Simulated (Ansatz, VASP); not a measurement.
# C: VASP beside Ansatz

POSCAR

```
C
1.0
    0.0000000000      2.2909790328      3.0694348728
    1.3227380196      0.0000000000      3.0694348728
    1.3227380196      2.2909790328      0.0000000000
C
2
Direct
    0.1667039277      0.8332960723      0.1667039277
    0.8332960723      0.1667039277      0.8332960723
```

INCAR.step1

```
PREC = Accurate
ENCUT = 520
ISMEAR = 0
SIGMA = 0.05
LREAL = F
LASPH = T
NELM = 60
NBANDS = 11
GGA = PE
ALGO = Normal
EDIFF = 1E-4
LWAVE = T
LCHARG = F
```

The input INCAR.step2:

```
PREC = Accurate
ENCUT = 520
EDIFF = 1E-7
ISMEAR = 0
SIGMA = 0.05
LREAL = F
LASPH = T
NELM = 60
ALGO = Normal
ISIF = 2
LWAVE = F
LCHARG = F
METAGGA = R2SCAN
LMIXTAU = T
NBANDS = 11
ISTART = 1
```

Contents of KPOINTS:

```
Automatic mesh
0
Gamma
  14 14 14
```

Input for Ansatz:

```yaml
crystal:
  lattice:
    - [0.0, 2.2909790328, 3.0694348728]
    - [1.3227380196, 0.0, 3.0694348728]
    - [1.3227380196, 2.2909790328, 0.0]
  atoms:
    - { symbol: C, position: [0.1667039277, 0.8332960723, 0.1667039277] }
    - { symbol: C, position: [0.8332960723, 0.1667039277, 0.8332960723] }
basis:
  ecutwfc: 500
kpoints:
  mp_grid: { grid: [14, 14, 14] }
hamiltonian:
  xc: r2scan
scf:
  occupations: { method: gaussian, width: 0.05 }
output:
  forces: true
  stress: true
  eigenvalues: true
```

Alike in both runs: task single point; functional r2SCAN; k mesh 14 × 14 × 14; occupations gaussian, width 0.05 eV; no spin polarisation.

```csv
,VASP,Ansatz
version,VASP 6.6.1,Ansatz 0.2.0
potentials or method,"VASP PAW PBE potentials, release 64 (C), cutoff 520 eV","scalar-relativistic, plane waves, PAW"
valence electrons in the cell,8,8
```

|  | VASP | Ansatz | Ansatz less VASP |
| --- | --- | --- | --- |
| gap on the k mesh at the Fermi level (eV) | none | none | - |
| rms of the force components (eV/Å) | 0.004 | 0.004 | +0.0001 |

VASP's potentials were made for PBE, not for r2SCAN. Atom by atom the forces differ by 0.000 eV/Å (rms over components). A gap of «none» marks a metal or a gap that the smearing closes.
